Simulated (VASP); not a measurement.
# TiBiPS5 (P-1) in VASP: single point with r2SCAN

Aim: the single point of TiBiPS5 with r2SCAN.

Everything below comes from runs of VASP 6.6.1. Logs are shortened: lines on timing, memory, paths and dates and some standing lists are left out, and cuts for length are marked.

## 1. The cell of the first run

The typed cell holds 16 atoms: a = 6.251 Å, b = 7.066 Å, c = 9.046 Å, α = 106.24°, β = 97.63°, γ = 91.93°.

## 2. Single point, r2SCAN

The input, POSCAR:

```
TiBiPS5
1.0
    6.2512290000      0.0000000000      0.0000000000
   -0.2374920000      7.0622620000      0.0000000000
   -1.2010330000     -2.5716760000      8.5887750000
Bi Ti P S
2 2 2 10
Direct
    0.2745800000      0.3159400000      0.5471000000
    0.7254200000      0.6840600000      0.4529000000
    0.5022000000      0.2762000000      0.0009000000
    0.4978000000      0.7238000000      0.9991000000
    0.7230000000      0.1032000000      0.2715000000
    0.2770000000      0.8968000000      0.7285000000
    0.3971000000      0.0609000000      0.1752000000
    0.6029000000      0.9391000000      0.8248000000
    0.3330000000      0.5428000000      0.1337000000
    0.6670000000      0.4572000000      0.8663000000
    0.8451000000      0.3081000000      0.1759000000
    0.1549000000      0.6919000000      0.8241000000
    0.1579000000      0.1655000000      0.8291000000
    0.8421000000      0.8345000000      0.1709000000
    0.7732000000      0.1850000000      0.5029000000
    0.2268000000      0.8150000000      0.4971000000
```

The input, INCAR.step1:

```
PREC     = Accurate       # precision mode
ENCUT    = 520            # plane-wave cutoff, eV
ISMEAR   = -1             # smearing method
SIGMA    = 0.1            # smearing width, eV
LREAL    = Auto         
LASPH    = True           # aspherical terms in the spheres
NELM     = 60             # most SCF steps
NBANDS   = 76             # bands
GGA      = PE             # functional
ALGO     = Normal         # electronic algorithm
EDIFF    = 1E-4           # SCF threshold, eV
LWAVE    = True           # write WAVECAR
LCHARG   = False          # write CHGCAR
```

The input, INCAR.step2:

```
PREC     = Accurate       # precision mode
ENCUT    = 520            # plane-wave cutoff, eV
EDIFF    = 1E-6           # SCF threshold, eV
ISMEAR   = -1             # smearing method
SIGMA    = 0.1            # smearing width, eV
LREAL    = Auto         
LASPH    = True           # aspherical terms in the spheres
NELM     = 60             # most SCF steps
ALGO     = Normal         # electronic algorithm
ISIF     = 2              # what is computed and relaxed
LWAVE    = False          # write WAVECAR
LCHARG   = False          # write CHGCAR
METAGGA  = R2SCAN         # meta-GGA
LMIXTAU  = True         
NBANDS   = 76             # bands
ISTART   = 1
```

The input, KPOINTS:

```
Automatic mesh
0
Gamma
  3 3 2
  0 0.5 0.5
```

Potentials or basis: VASP PAW PBE potentials, release 64 (Bi_d, Ti_sv, P, S).

The run is started by

```console
$ cat potpaw_PBE.64/Bi_d/POTCAR potpaw_PBE.64/Ti_sv/POTCAR potpaw_PBE.64/P/POTCAR potpaw_PBE.64/S/POTCAR > POTCAR
$ cp INCAR.step1 INCAR
$ mpirun -np 1 vasp_std > vasp.out
$ cp INCAR.step2 INCAR
$ mpirun -np 1 vasp_std > vasp.out
```

OUTCAR:

```text
PREC = Accurate
   ENCUT = 520
   EDIFF = 1E-6
   ISMEAR = -1
   LREAL = Auto
   LASPH = True
   NELM = 60
   ISIF = 2
   METAGGA = R2SCAN
   ISTART = 1

 ion  position               nearest neighbor table
   1  0.275  0.316  0.547-  15 3.18  13 3.18  12 3.29  15 3.32
   2  0.725  0.684  0.453-  16 3.18  14 3.18  11 3.29  16 3.32
   3  0.502  0.276  0.001-  10 2.30   9 2.31  13 2.44  11 2.45   7 2.60   8 2.62
   4  0.498  0.724  0.999-   9 2.30  10 2.31  14 2.44  12 2.45   8 2.60   7 2.62
   5  0.723  0.103  0.272-  15 1.99  11 2.06  14 2.07   7 2.08
   6  0.277  0.897  0.728-  16 1.99  12 2.06  13 2.07   8 2.08
   7  0.397  0.061  0.175-   5 2.08   3 2.60   4 2.62
   8  0.603  0.939  0.825-   6 2.08   4 2.60   3 2.62
   9  0.333  0.543  0.134-   4 2.30   3 2.31
  10  0.667  0.457  0.866-   3 2.30   4 2.31
  11  0.845  0.308  0.176-   5 2.06   3 2.45   2 3.29
  12  0.155  0.692  0.824-   6 2.06   4 2.45   1 3.29
  13  0.158  0.166  0.829-   6 2.07   3 2.44   1 3.18
  14  0.842  0.834  0.171-   5 2.07   4 2.44   2 3.18
  15  0.773  0.185  0.503-   5 1.99   1 3.18   1 3.32
  16  0.227  0.815  0.497-   6 1.99   2 3.18   2 3.32

  LATTYP: Found a triclinic cell.
 ALAT       =     9.7980494385
 B/A-ratio  =     0.7211898801
 C/A-ratio  =     0.6380074972
 COS(alpha) =     0.0336093207
 COS(beta)  =     0.1468174874
 COS(gamma) =     0.4629897927

  Lattice vectors:

 A1 = (  -1.4385250000,   4.4905860000,   8.5887750000)
 A2 = (  -0.2374920000,   7.0622620000,   0.0000000000)
 A3 = (  -6.2512290000,   0.0000000000,   0.0000000000)

Analysis of symmetry for initial positions (statically):
=====================================================================
 Subroutine PRICEL returns:
 Original cell was already a primitive cell.

 Routine SETGRP: Setting up the symmetry group for a
 triclinic supercell.

 Subroutine GETGRP returns: Found  2 space group operations
 (whereof  2 operations were pure point group operations)
 out of a pool of  2 trial point group operations.

The static configuration has the point symmetry S_2 .

Analysis of symmetry for dynamics (positions and initial velocities):
=====================================================================
 Subroutine PRICEL returns:
 Original cell was already a primitive cell.
[... 120 lines left out ...]
   EDIFF  = 0.1E-05   stopping-criterion for ELM
   LREAL  =      T    real-space projection
   EDIFFG = 0.1E-04   stopping-criterion for IOM
   NSW    =      0    number of steps for IOM
   IBRION =     -1    ionic relax: 0-MD 1-quasi-New 2-CG
   NFREE  =      0    steps in history (QN), initial steepest desc. (CG)
   ISIF   =      2    stress and relaxation
   ISYM   =      2    0-nonsym 1-usesym 2-fastsym
   POTIM  = 0.5000    time-step for ionic-motion
   TEBEG  =    0.0;   TEEND  =   0.0 temperature during run
   PSTRESS=    0.0 pullay stress
   NELECT =     124.0000    total number of electrons
   NUPDOWN=      -1.0000    fix difference up-down
   EMIN   =  10.00;   EMAX   =-10.00  energy-range for DOS
   EFERMI =   0.00;   METHOD = LEGACY
   ISMEAR =    -1;   SIGMA  =   0.10  broadening in eV -4-tet -1-fermi 0-gaus
   EFERMI_NEDOS =   21; number of points for ismear=-14 and -15
   IALGO  =     38    algorithm
   IMIX   =      4    mixing-type and parameters
     AMIX     =   0.40;   BMIX     =  1.00
     AMIX_MAG =   1.60;   BMIX_MAG =  1.00
  volume/ion in A,a.u.               =      23.70       159.93
  Fermi-wavevector in a.u.,A,eV,Ry     =   1.127895  2.131412 17.308605  1.272147
  Thomas-Fermi vector in A             =   2.264583
   LORBIT       =      0    0 simple, 1 ext, 2 COOP (PROOUT), +10 PAW based schemes
   METAGGA = R2SCAN    functional components
   LHFCALC =     F    Hartree Fock is set to
   AEXX    =    0.0000 exact exchange contribution
   IVDW    =     0    specifies the selected vdW correction
   LEPSILON=     F    determine dielectric tensor
   LRPA    =     F    only Hartree local field effects (RPA)
 non-spin polarized calculation
  energy-cutoff  :      520.00
  volume of cell :      379.18
 maximum number of plane-waves:     10228
 NGX is ok and might be reduce to    48
   NGX = 23   NGY = 27   NGZ = 33

 number of electron     124.0000005 magnetization

 Free energy of the ion-electron system (eV)
  ---------------------------------------------------
  ext. energy  EPLUGINS =         0.00000000
  ---------------------------------------------------
  free energy    TOTEN  =      -249.97220949 eV

  energy without entropy =     -249.66368448  energy(sigma->0) =     -249.81794699

 E-fermi :   5.0563     XC(G=0):  -9.7322

 val. band max:        5.0456286215   @ k =   0.0000   0.5000   0.2500
 cond. band min:       5.0687154071   @ k =  -0.3333   0.5000   0.2500
 fundamental gap:      0.0230867856
 Fermi energy:         5.0563377706

 k-point     1 :       0.0000    0.1667    0.2500
  band No.  band energies     occupation
      1     -55.3458      2.00000
      2     -55.3372      2.00000
      3     -30.5961      2.00000
      4     -30.5883      2.00000
      5     -30.5714      2.00000
      6     -30.5615      2.00000
[... 682 lines left out ...]
     73       7.0450      0.00000
     74       7.1648      0.00000
 [bands above 74 left out]

------------------------ aborting loop because EDIFF is reached ----------------------------------------

  FORCE on cell =-STRESS in cart. coord.  units (eV):
  Direction    XX          YY          ZZ          XY          YZ          ZX
  --------------------------------------------------------------------------------------
  -------------------------------------------------------------------------------------
  Total       -5.1261280     -5.2996406      1.9631717     -0.4481864     -1.2302811      0.2978060
  in kB      -21.6600555    -22.3932198      8.2952295     -1.8937768     -5.1984570      1.2583561
  external PRESSURE =     -11.9193486 kB  Pullay stress =       0.0000000 kB

 VOLUME and BASIS-vectors are now :
 -----------------------------------------------------------------------------
  energy-cutoff  :      520.00
  volume of cell :      379.18
      direct lattice vectors                 reciprocal lattice vectors
     6.251229000  0.000000000  0.000000000     0.159968544  0.005379473  0.023980342
    -0.237492000  7.062262000  0.000000000     0.000000000  0.141597692  0.042397593
    -1.201033000 -2.571676000  8.588775000     0.000000000  0.000000000  0.116431039

 POSITION                                       TOTAL-FORCE (eV/Angst)
 -----------------------------------------------------------------------------------
      0.98434      0.82429      4.69892         0.340825      0.082118      0.062869
      3.82836      3.66630      3.88986        -0.340825     -0.082118     -0.062869
      3.07269      1.94828      0.00773        -0.052630      0.020690      0.048909
      1.74001      2.54230      8.58105         0.052630     -0.020690     -0.048909
      4.16905      0.03062      2.33185        -0.047518     -0.095832     -0.972904
      0.64366      4.45997      6.25692         0.047518      0.095832      0.972904
[... 8 lines left out ...]
      4.18551      0.01322      4.31929        -0.090807     -0.079099      0.695363
      0.62719      4.47736      4.26948         0.090807      0.079099     -0.695363
 -----------------------------------------------------------------------------------
    total drift:                               -0.000000      0.000000      0.000000

  FREE ENERGIE OF THE ION-ELECTRON SYSTEM (eV)
  ---------------------------------------------------
  free  energy   TOTEN  =      -249.9722094925 eV

  energy  without entropy=     -249.6636844791  energy(sigma->0) =     -249.81794699
```

OUTCAR.step1:

```text
PREC = Accurate
   ENCUT = 520
   ISMEAR = -1
   LREAL = Auto
   LASPH = True
[... 948 lines left out ...]
      4.16905      0.03062      2.33185        -0.086294     -0.085896     -1.037288
      0.64366      4.45997      6.25692         0.086294      0.085896      1.037288
[... 8 lines left out ...]
      4.18551      0.01322      4.31929        -0.079572     -0.055257      1.041176
      0.62719      4.47736      4.26948         0.079572      0.055257     -1.041176
 -----------------------------------------------------------------------------------
    total drift:                               -0.000000      0.000000      0.000000

  FREE ENERGIE OF THE ION-ELECTRON SYSTEM (eV)
  ---------------------------------------------------
  free  energy   TOTEN  =       -82.9130980135 eV

  energy  without entropy=      -82.5915805397  energy(sigma->0) =      -82.75233928
```

It took 15 min on 1 thread of Intel Xeon Platinum 8488C (Sapphire Rapids), shared host; peak memory 0.57 GiB.

What came out:

| Quantity | Value |
| --- | --- |
| Free energy | -249.9722 eV |
| Pressure | -1.2 GPa |
| Largest force | 0.979 eV/Å |
| Band gap on the k mesh | zero (bands 62 and 63 overlap by 0.03 eV) |

Forces in eV/Å, atoms in the order of the input:
```
Bi   0.341  0.082  0.063
Bi  -0.341 -0.082 -0.063
Ti  -0.053  0.021  0.049
Ti   0.053 -0.021 -0.049
P   -0.048 -0.096 -0.973
P    0.048  0.096  0.973
S    0.161  0.076  0.370
S   -0.161 -0.076 -0.370
S    0.067 -0.045  0.454
S   -0.067  0.045 -0.454
S    0.014  0.025  0.424
S   -0.014 -0.025 -0.424
S    0.081 -0.196 -0.350
S   -0.081  0.196  0.350
S   -0.091 -0.079  0.695
S    0.091  0.079 -0.695
```

Stress tensor (GPa, compression positive):
```
-2.17 -0.19  0.13
-0.19 -2.24 -0.52
 0.13 -0.52  0.83
```

Levels at points of the mesh, in eV from the Fermi level:
| k point | band 59 | band 60 | band 61 | band 62 | band 63 | band 64 | band 65 | band 66 |
| --- | --- | --- | --- | --- | --- | --- | --- | --- |
| (0.00, 0.17, 0.25) | -2.22 | -1.82 | -0.25 | -0.04 | 0.28 | 0.40 | 0.57 | 0.64 |

Caveat: the k points lie up to 0.37 Å⁻¹ apart; the PAW data sets were made with another functional, which shifts forces and pressure a little; spin-orbit coupling is left out, which moves the levels of the heavy elements.

The gap in the log of VASP goes by the Fermi energy; the results here count the filled bands.